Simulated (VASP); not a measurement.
Wanted: the native input for a VASP 6.6.1 run.

* Task: single point
* Functional: PBE
* Potentials or basis: VASP PAW PBE potentials, release 64 (Mn_pv)
* Cutoff: 520 eV
* k mesh: 11 × 11 × 11
* Occupations: fermi-dirac, width 0.1 eV
* Spin: collinear spin, ferromagnetic start
* Starting moments: [4.5] μB
* Hubbard terms: Mn d U = 6.3 eV
* Dipole correction: no
* Further INCAR settings: ALGO = Normal; EDIFF = 1e-06; NBANDS = 16

The structure of Mn lies in POSCAR:

```
Mn
1.0
   -1.5405000000      1.5405000000      1.5405000000
    1.5405000000     -1.5405000000      1.5405000000
    1.5405000000      1.5405000000     -1.5405000000
Mn
1
Direct
    0.0000000000      0.0000000000      0.0000000000
```

This isn't the form of Mn at room conditions, which is a 58-atom cubic cell.

These files were run (other wordings do the same):

INCAR

```
SYSTEM = Mn
  ALGO = Normal
  EDIFF = 1E-6
  ENCUT = 520
  GGA = PE
  ISIF = 2
  ISMEAR = -1
  ISPIN = 2
  LASPH = .True.
  LCHARG = .False.
  LDAU = .True.
  LDAUJ = 0
  LDAUL = 2
  LDAUPRINT = 1
  LDAUTYPE = 2
  LDAUU = 6.3
  LMAXMIX = 4
  LORBIT = 11
  LREAL = .False.
  LWAVE = .False.
  MAGMOM = 4.5
  NBANDS = 16
  NELM = 150
  PREC = Accurate
  SIGMA = 0.1
```

KPOINTS

```
k-points
0
Gamma
  11 11 11
  0 0 0
```

Potentials or basis: VASP PAW PBE potentials, release 64 (Mn_pv).

Command:

```console
$ cat potpaw_PBE.64/Mn_pv/POTCAR > POTCAR
$ mpirun -np 1 vasp_std > vasp.out
```

Results of the run:

| Property | Result |
| --- | --- |
| Pressure | 33.1 GPa |
| Net moment | 4.31 μB per cell |
| Site moments | Mn +4.27 μB |
| Valence electrons inside the program's atomic spheres | Mn 11.57 |

Caveat: the cell stands under pressure; the U is typed as a test and isn't derived for this compound.

Run time: 20 s on 1 thread of AMD EPYC 7R13 Processor (Zen 3), on a shared host, peak memory 0.11 GiB.
